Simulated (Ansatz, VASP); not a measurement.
## ScGa3N2 in VASP and in Ansatz

The input INCAR:

```
SYSTEM = ScGa3N2
PREC = Accurate ; ENCUT = 520
EDIFF = 1E-6 ; ISMEAR = 0
SIGMA = 0.1 ; LREAL = .FALSE.
LASPH = .TRUE. ; NELM = 150
ALGO = Normal ; ISIF = 2
LWAVE = .FALSE. ; LCHARG = .FALSE.
ISPIN = 2 ; MAGMOM = 0 0 0 0 1 1
LORBIT = 11 ; LMAXMIX = 4
GGA = PE ; NBANDS = 43
```

The input KPOINTS:

```
Automatic mesh
0
G
  4 4 4
  0 0 0
```

Contents of POSCAR:

```
ScGa3N2
1.0
    4.0575474900      0.0000000000      0.0000000000
    0.0000000000      4.0575474900      0.0000000000
    0.0000000000      0.0000000000      7.1113915500
Sc Ga N
1 3 2
Direct
    0.5000000000      0.5000000000      0.6911311100
    0.0000000000      0.5000000000      0.1981890000
    0.5000000000      0.0000000000      0.1981890000
    0.0000000000      0.0000000000      0.8990588900
    0.0000000000      0.5000000000      0.5234104100
    0.5000000000      0.0000000000      0.5234104100
```

Input for Ansatz:

```yaml
crystal:
  lattice:
    - [4.05754749, 0.0, 0.0]
    - [0.0, 4.05754749, 0.0]
    - [0.0, 0.0, 7.11139155]
  atoms:
    - { symbol: Sc, position: [0.5, 0.5, 0.69113111] }
    - { symbol: Ga, position: [0.0, 0.5, 0.198189] }
    - { symbol: Ga, position: [0.5, 0.0, 0.198189] }
    - { symbol: Ga, position: [0.0, 0.0, 0.89905889] }
    - { symbol: "N", position: [0.0, 0.5, 0.52341041], spin: 1.0 }
    - { symbol: "N", position: [0.5, 0.0, 0.52341041], spin: 1.0 }
basis:
  ecutwfc: 420
kpoints:
  mp_grid: { grid: [4, 4, 4] }
hamiltonian:
  xc: pbe
scf:
  occupations: { method: gaussian, width: 0.1 }
  lower_state_search: "off"
output:
  forces: true
  stress: true
  eigenvalues: true
  populations: true
magnetization:
  spin_polarized: true
```

Alike in both runs: task single point; functional PBE; k mesh 4 × 4 × 4; occupations gaussian, width 0.1 eV; collinear spin.

|  | VASP | Ansatz |
| --- | --- | --- |
| version | VASP 6.6.1 | Ansatz 0.2.0 |
| potentials or method | VASP PAW PBE potentials, release 64 (Sc_sv, Ga_d, N), cutoff 520 eV | scalar-relativistic, plane waves, PAW |
| valence electrons in the cell | 60 | 60 |

|  | VASP | Ansatz | Ansatz less VASP |
| --- | --- | --- | --- |
| gap on the k mesh at the Fermi level (eV) | none | none | - |
| pressure (GPa) | -14.2 | -14.3 | -0.11 |
| traceless stress, the component that is largest in VASP (GPa) | -7.57 | -7.63 | -0.056 |
| rms of the force components (eV/Å) | 1.112 | 1.122 | +0.0101 |
| net moment per atom (μB) | 0.00 | 0.00 | 0.000 |

Atom by atom the forces differ by 0.010 eV/Å (rms over components). A gap of «none» marks a metal or a gap that the smearing closes. Ansatz's warnings: seeded moment not kept.

The k mesh is coarse, so the values compare programs but aren't converged.
